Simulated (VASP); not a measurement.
# MgO (Cmcm) in VASP: notebook

MgO is run at these levels: PBEsol; tasks: single point.

All numbers are computed with VASP 6.6.1; they aren't measurements. Logs are shortened: lines on timing, memory, paths and dates and some standing lists are left out, and cuts for length are marked.

## (1) The cell of the first run

The structure is orthorhombic, space group Cmcm (No. 63). Conventional cell: a = 3.535 Å, b = 6.124 Å, c = 4.097 Å, α = 90.00°, β = 90.00°, γ = 90.00°. Mg (site symmetry m2m) has 5 O at 2.02 to 2.06 Å within 2.7 Å. Within 2.7 Å of O (site symmetry m2m) lie 5 Mg at 2.02 to 2.06 Å.

## (2) Single point, PBEsol (mode 5 frozen in at -0.098 Å, strain +e along z and -e/2 along x and y -0.0233)

The input, INCAR:

```
PREC     = Accurate       # precision mode
ENCUT    = 520            # plane-wave cutoff, eV
EDIFF    = 1E-6           # SCF threshold, eV
ISMEAR   = 0              # smearing method
SIGMA    = 0.05           # smearing width, eV
LREAL    = False          # projectors in reciprocal space
LASPH    = True           # aspherical terms in the spheres
NELM     = 80             # most SCF steps
ALGO     = Normal         # electronic algorithm
ISIF     = 2              # what is computed and relaxed
LWAVE    = False          # write WAVECAR
LCHARG   = False          # write CHGCAR
GGA      = PS             # functional
NBANDS   = 16             # bands
```

The input, KPOINTS:

```
regular mesh
0
Gamma
  9 9 6
```

The input, POSCAR:

```
MgO
1.0
    3.5354804147      0.0000000000      0.0000000000
   -1.7677402074      3.0618158537      0.0000000000
    0.0000000000      0.0000000000      4.0969764116
Mg O
2 2
Direct
    0.6505427316      0.3010854632      0.7500000000
    0.3494572684      0.6989145368      0.2500000000
    0.6785385383      0.3570770766      0.2500000000
    0.3214614617      0.6429229234      0.7500000000
```

Potentials or basis: VASP PAW PBE potentials, release 64 (Mg, O).

Command:

```console
cat potpaw_PBE.64/Mg/POTCAR potpaw_PBE.64/O/POTCAR > POTCAR
mpirun -np 1 vasp_std > vasp.out
```

OUTCAR:

```text
PREC = Accurate
   ENCUT = 520
   EDIFF = 1E-6
   ISMEAR = 0
   LREAL = False
   LASPH = True
   NELM = 80
   ISIF = 2
   GGA = PS

 ion  position               nearest neighbor table
   1  0.651  0.301  0.750-   4 2.02   4 2.05   4 2.05   3 2.06   3 2.06   2 2.76   2 2.76   2 2.97
                             2 2.97   2 2.97   2 2.97
   2  0.349  0.699  0.250-   3 2.02   3 2.05   3 2.05   4 2.06   4 2.06   1 2.76   1 2.76   1 2.97
                             1 2.97   1 2.97   1 2.97
   3  0.679  0.357  0.250-   2 2.02   2 2.05   2 2.05   1 2.06   1 2.06
   4  0.321  0.643  0.750-   1 2.02   1 2.05   1 2.05   2 2.06   2 2.06

  LATTYP: Found a hexagonal cell.
 ALAT       =     3.5354804147
 C/A-ratio  =     1.1588174537

  Lattice vectors:

 A1 = (   3.5354804147,   0.0000000000,   0.0000000000)
 A2 = (  -1.7677402074,   3.0618158537,   0.0000000000)
 A3 = (   0.0000000000,   0.0000000000,   4.0969764116)

Analysis of symmetry for initial positions (statically):
=====================================================================
 Subroutine PRICEL returns:
 Original cell was already a primitive cell.

 Routine SETGRP: Setting up the symmetry group for a
 hexagonal supercell.

 Subroutine GETGRP returns: Found  8 space group operations
 (whereof  4 operations were pure point group operations)
 out of a pool of 24 trial point group operations.

The static configuration has the point symmetry C_2h.
 The point group associated with its full space group is D_2h.

Analysis of symmetry for dynamics (positions and initial velocities):
=====================================================================
 Subroutine PRICEL returns:
 Original cell was already a primitive cell.

 Routine SETGRP: Setting up the symmetry group for a
 hexagonal supercell.

 Subroutine GETGRP returns: Found  8 space group operations
 (whereof  4 operations were pure point group operations)
 out of a pool of 24 trial point group operations.

The dynamic configuration has the point symmetry C_2h.
 The point group associated with its full space group is D_2h.

 Subroutine INISYM returns: Found  8 space group operations
 (whereof  4 operations are pure point group operations),
 and found     1 'primitive' translations

----------------------------------------------------------------------------------------

                                     Primitive cell

  volume of cell :      44.3497

  direct lattice vectors                    reciprocal lattice vectors
     3.535480415  0.000000000  0.000000000     0.282846992  0.163301787  0.000000000
    -1.767740207  3.061815854  0.000000000     0.000000000  0.326603574  0.000000000
     0.000000000  0.000000000  4.096976412     0.000000000  0.000000000  0.244082440

  length of vectors
     3.535480415  3.535480415  4.096976412     0.326603574  0.326603574  0.244082440

  position of ions in fractional coordinates (direct lattice)
     0.650542732  0.301085463  0.750000000
     0.349457268  0.698914537  0.250000000
     0.678538538  0.357077077  0.250000000
     0.321461462  0.642922923  0.750000000

  ion indices of the primitive-cell ions
   primitive index   ion index
                 1           1
                 2           2
                 3           3
                 4           4

----------------------------------------------------------------------------------------

 KPOINTS: regular mesh

Automatic generation of k-mesh.
 Grid dimensions read from file:
 generate k-points for:    9    9    6

 Generating k-lattice:

  Cartesian coordinates                     Fractional coordinates (reciprocal lattice)
     0.031427444  0.018144643  0.000000000     0.111111111 -0.000000000  0.000000000
     0.000000000  0.036289286  0.000000000     0.000000000  0.111111111  0.000000000
     0.000000000  0.000000000  0.040680407     0.000000000  0.000000000  0.166666667

  Length of vectors
     0.036289286  0.036289286  0.040680407

  Shift w.r.t. Gamma in fractional coordinates (k-lattice)
     0.000000000  0.000000000  0.000000000

 Subroutine IBZKPT returns following result:
 ===========================================

 Found    100 irreducible k-points:

 Following reciprocal coordinates:
            Coordinates               Weight
  0.000000  0.000000  0.000000      1.000000
  0.111111 -0.000000  0.000000      4.000000
  0.000000  0.111111  0.000000      2.000000
  0.222222 -0.000000  0.000000      4.000000
  0.000000  0.222222  0.000000      2.000000
  0.333333  0.000000  0.000000      4.000000
[... 16 lines left out ...]
 -0.222222 -0.444444  0.000000      4.000000
  0.444444  0.333333  0.000000      4.000000
 [... further k-points ...]
   k-points           NKPTS =    100   k-points in BZ     NKDIM =    100   number of bands    NBANDS=     16
   number of dos      NEDOS =    301   number of ions     NIONS =      4
   total plane-waves  NPLWV =  23520
   dimension x,y,z NGX =    28 NGY =   28 NGZ =   30
   dimension x,y,z NGXF=    56 NGYF=   56 NGZF=   60
   ions per type =               2   2
   NGX,Y,Z   is equivalent  to a cutoff of  13.17, 13.17, 12.17 a.u.
   NGXF,Y,Z  is equivalent  to a cutoff of  26.33, 26.33, 24.35 a.u.
 SYSTEM =  unknown system
   PREC   = accura    normal or accurate (medium, high low for compatibility)
   ISTART =      0    job   : 0-new  1-cont  2-samecut
   ICHARG =      2    charge: 1-file 2-atom 10-const
   ISPIN  =      1    spin polarized calculation?
   LNONCOLLINEAR =      F non collinear calculations
   LSORBIT =      F    spin-orbit coupling
   LASPH  =      T    aspherical Exc in radial PAW
   ENCUT  =  520.0 eV  38.22 Ry    6.18 a.u.   6.57  6.57  7.62*2*pi/ulx,y,z
   NELM   =     80;   NELMIN=  2; NELMDL= -5     # of ELM steps
   EDIFF  = 0.1E-05   stopping-criterion for ELM
   LREAL  =      F    real-space projection
   EDIFFG = 0.1E-04   stopping-criterion for IOM
   NSW    =      0    number of steps for IOM
   IBRION =     -1    ionic relax: 0-MD 1-quasi-New 2-CG
   NFREE  =      0    steps in history (QN), initial steepest desc. (CG)
   ISIF   =      2    stress and relaxation
   ISYM   =      2    0-nonsym 1-usesym 2-fastsym
   POTIM  = 0.5000    time-step for ionic-motion
   TEBEG  =    0.0;   TEEND  =   0.0 temperature during run
   PSTRESS=    0.0 pullay stress
   NELECT =      16.0000    total number of electrons
   NUPDOWN=      -1.0000    fix difference up-down
   EMIN   =  10.00;   EMAX   =-10.00  energy-range for DOS
   EFERMI =   0.00;   METHOD = LEGACY
   ISMEAR =     0;   SIGMA  =   0.05  broadening in eV -4-tet -1-fermi 0-gaus
   EFERMI_NEDOS =   21; number of points for ismear=-14 and -15
   IALGO  =     38    algorithm
   IMIX   =      4    mixing-type and parameters
     AMIX     =   0.40;   BMIX     =  1.00
     AMIX_MAG =   1.60;   BMIX_MAG =  1.00
  volume/ion in A,a.u.               =      11.09        74.82
  Fermi-wavevector in a.u.,A,eV,Ry     =   1.165425  2.202335 18.479658  1.358217
  Thomas-Fermi vector in A             =   2.301951
   LORBIT       =      0    0 simple, 1 ext, 2 COOP (PROOUT), +10 PAW based schemes
   GGA     = PS    functional components
   LHFCALC =     F    Hartree Fock is set to
   AEXX    =    0.0000 exact exchange contribution
   IVDW    =     0    specifies the selected vdW correction
   LEPSILON=     F    determine dielectric tensor
   LRPA    =     F    only Hartree local field effects (RPA)
 non-spin polarized calculation
 Gauss-broadening in eV      SIGMA  =   0.05
  energy-cutoff  :      520.00
  volume of cell :       44.35
 maximum number of plane-waves:      1228
   NGX = 13   NGY = 13   NGZ = 15

 number of electron      16.0000002 magnetization

 Free energy of the ion-electron system (eV)
  ---------------------------------------------------
  ext. energy  EPLUGINS =         0.00000000
  ---------------------------------------------------
  free energy    TOTEN  =       -24.63130059 eV

  energy without entropy =      -24.63130059  energy(sigma->0) =      -24.63130059

 E-fermi :   2.0633     XC(G=0): -10.2683

 val. band max:        1.8014317736   @ k =   0.0000   0.0000   0.0000
 cond. band min:       5.0502460505   @ k =   0.0000   0.0000   0.0000
 fundamental gap:      3.2488142770
 Fermi energy:         2.0632802984

 k-point     1 :       0.0000    0.0000    0.0000
  band No.  band energies     occupation
      1     -15.0138      2.00000
      2     -13.5425      2.00000
      3      -1.7562      2.00000
      4      -0.0194      2.00000
      5       0.0993      2.00000
      6       0.8652      2.00000
[... 8 lines left out ...]
     15      17.1241      0.00000
     16      17.5115      0.00000

 k-point     2 :       0.1111   -0.0000    0.0000
  band No.  band energies     occupation
      1     -14.9529      2.00000
      2     -13.5597      2.00000
      3      -1.6615      2.00000
      4      -0.1778      2.00000
      5      -0.0206      2.00000
      6       0.7528      2.00000
[... 8 lines left out ...]
     15      16.5260      0.00000
     16      17.0946      0.00000

 k-point     3 :       0.0000    0.1111    0.0000
  band No.  band energies     occupation
      1     -14.9565      2.00000
      2     -13.5532      2.00000
      3      -1.6689      2.00000
      4      -0.1338      2.00000
      5      -0.1013      2.00000
      6       0.6169      2.00000
[... 8 lines left out ...]
     15      16.8276      0.00000
     16      17.0082      0.00000

 k-point     4 :       0.2222   -0.0000    0.0000
  band No.  band energies     occupation
      1     -14.7836      2.00000
      2     -13.6169      2.00000
      3      -1.3887      2.00000
      4      -0.6625      2.00000
      5      -0.2553      2.00000
      6       0.3469      2.00000
[... 8 lines left out ...]
     15      15.9347      0.00000
     16      16.6565      0.00000
[... 324 lines left out ...]
 k-point    22 :       0.3333    0.2222    0.0000
  band No.  band energies     occupation
      1     -14.2383      2.00000
      2     -13.9002      2.00000
      3      -1.7720      2.00000
      4      -0.5400      2.00000
      5      -0.3853      2.00000
      6      -0.0857      2.00000
[... 8 lines left out ...]
     15      16.6154      0.00000
     16      16.7412      0.00000

 k-point    23 :      -0.2222   -0.4444    0.0000
  band No.  band energies     occupation
      1     -14.2894      2.00000
      2     -13.8395      2.00000
      3      -1.8632      2.00000
      4      -0.5567      2.00000
      5      -0.4977      2.00000
      6      -0.0318      2.00000
[... 8 lines left out ...]
     15      16.2016      0.00000
     16      17.1160      0.00000

 k-point    24 :       0.4444    0.3333    0.0000
  band No.  band energies     occupation
      1     -14.1921      2.00000
      2     -13.9525      2.00000
      3      -1.7209      2.00000
      4      -0.5029      2.00000
      5      -0.2837      2.00000
      6      -0.1299      2.00000
[... 8 lines left out ...]
     15      16.4800      0.00000
     16      16.6152      0.00000

 [... further k-points ...]
[... 5 lines left out ...]
  --------------------------------------------------------------------------------------
  -------------------------------------------------------------------------------------
  Total       -0.6942441     -0.5469299      1.4266846      0.0000000     -0.0000000      0.0000000
  in kB      -25.0802477    -19.7583786     51.5403756      0.0000000     -0.0000000      0.0000000
  external PRESSURE =       2.2339164 kB  Pullay stress =       0.0000000 kB

 VOLUME and BASIS-vectors are now :
 -----------------------------------------------------------------------------
  energy-cutoff  :      520.00
  volume of cell :       44.35
      direct lattice vectors                 reciprocal lattice vectors
     3.535480415  0.000000000  0.000000000     0.282846992  0.163301787  0.000000000
    -1.767740207  3.061815854  0.000000000     0.000000000  0.326603574  0.000000000
     0.000000000  0.000000000  4.096976412     0.000000000  0.000000000  0.244082440

 POSITION                                       TOTAL-FORCE (eV/Angst)
 -----------------------------------------------------------------------------------
      1.76774      0.92187      3.07273        -0.000000      0.826587      0.000000
     -0.00000      2.13995      1.02424         0.000000     -0.826587      0.000000
      1.76774      1.09330      1.02424         0.000000     -0.384282      0.000000
     -0.00000      1.96851      3.07273        -0.000000      0.384282      0.000000
 -----------------------------------------------------------------------------------
    total drift:                               -0.000000      0.000000     -0.000000

  FREE ENERGIE OF THE ION-ELECTRON SYSTEM (eV)
  ---------------------------------------------------
  free  energy   TOTEN  =       -24.6313005925 eV

  energy  without entropy=      -24.6313005925  energy(sigma->0) =      -24.63130059
```

Run time: 34 s. Hardware: 1 thread of Intel Xeon Platinum 8488C (Sapphire Rapids), shared host; peak memory 0.2 GiB.

What came out:

```yaml
Free_energy: -24.6313 eV
Pressure: 0.2 GPa
Largest_force: 0.827 eV/Å
Band_gap_on_the_k_mesh: 3.25 eV, direct
```

Forces in eV/Å, atoms in the order of the input:
```
Mg   0.000  0.827  0.000
Mg   0.000 -0.827  0.000
O    0.000 -0.384  0.000
O    0.000  0.384  0.000
```

Levels at points of the mesh, in eV from the valence-band top:
| k point | band 6 | band 7 | band 8 | band 9 | band 10 | band 11 |
| --- | --- | --- | --- | --- | --- | --- |
| (0.00, 0.00, 0.00) | -0.94 | -0.55 | 0.00 | 3.25 | 9.42 | 11.68 |
| (0.00, 0.00, 0.50) | -1.31 | -1.22 | -1.22 | 6.32 | 6.32 | 12.46 |

Caveat: the cell differs from its parent crystal (mode 5 frozen in at -0.098 Å, strain +e along z and -e/2 along x and y -0.0233); the PAW data sets were made with another functional, which shifts forces and pressure a little.

## (3) Single point, PBEsol (mode 5 frozen in at +0.098 Å, strain +e along z and -e/2 along x and y +0.0700)

The input, INCAR:

```
SYSTEM = MgO
  PREC = Accurate
  ENCUT = 520
  EDIFF = 1E-7
  ISMEAR = 0
  SIGMA = 0.05
  LREAL = .False.
  LASPH = .True.
  NELM = 60
  ALGO = Normal
  ISIF = 2
  LWAVE = .False.
  LCHARG = .False.
  GGA = PS
  NBANDS = 16
```

The input, KPOINTS:

```
Automatic mesh
0
Gamma
  9 9 6
  0 0 0
```

The input, POSCAR:

```
MgO
1.0
    3.3724495628      0.0000000000      0.0000000000
   -1.6862247814      2.9206269943      0.0000000000
    0.0000000000      0.0000000000      4.4883431560
Mg O
2 2
Direct
    0.6827906017      0.3655812035      0.7500000000
    0.3172093983      0.6344187965      0.2500000000
    0.6547947950      0.3095895900      0.2500000000
    0.3452052050      0.6904104100      0.7500000000
```

Potentials or basis: VASP PAW PBE potentials, release 64 (Mg, O).

Command:

```console
cat potpaw_PBE.64/Mg/POTCAR potpaw_PBE.64/O/POTCAR > POTCAR
mpirun -np 1 vasp_std > vasp.out
```

It took 25 s on 1 thread of Intel Xeon 6975P-C (Granite Rapids), shared host; peak memory 0.21 GiB.

It converged, with:

```yaml
Free_energy: -24.5261 eV
Pressure: 2.4 GPa
Largest_force: 0.653 eV/Å
Band_gap_on_the_k_mesh: 3.13 eV, direct
```

Forces on the atoms (eV/Å):
```
Mg   0.000 -0.653  0.000
Mg   0.000  0.653  0.000
O    0.000  0.170  0.000
O    0.000 -0.170  0.000
```

Stress tensor (GPa, compression positive):
```
 9.33  0.00  0.00
 0.00  5.44  0.00
 0.00  0.00 -7.53
```

Levels at points of the mesh, in eV from the valence-band top:
| k point | band 5 | band 6 | band 7 | band 8 | band 9 | band 10 | band 11 | band 12 |
| --- | --- | --- | --- | --- | --- | --- | --- | --- |
| (0.00, 0.00, 0.00) | -1.67 | -1.17 | -0.93 | 0.00 | 3.13 | 8.95 | 10.95 | 12.74 |
| (0.00, 0.00, 0.50) | -1.42 | -1.42 | -1.36 | -1.36 | 6.09 | 6.09 | 13.30 | 13.30 |

Caveat: the cell differs from its parent crystal (mode 5 frozen in at +0.098 Å, strain +e along z and -e/2 along x and y +0.0700); the PAW data sets were made with another functional, which shifts forces and pressure a little.

(Continued in part 2 of 2.)
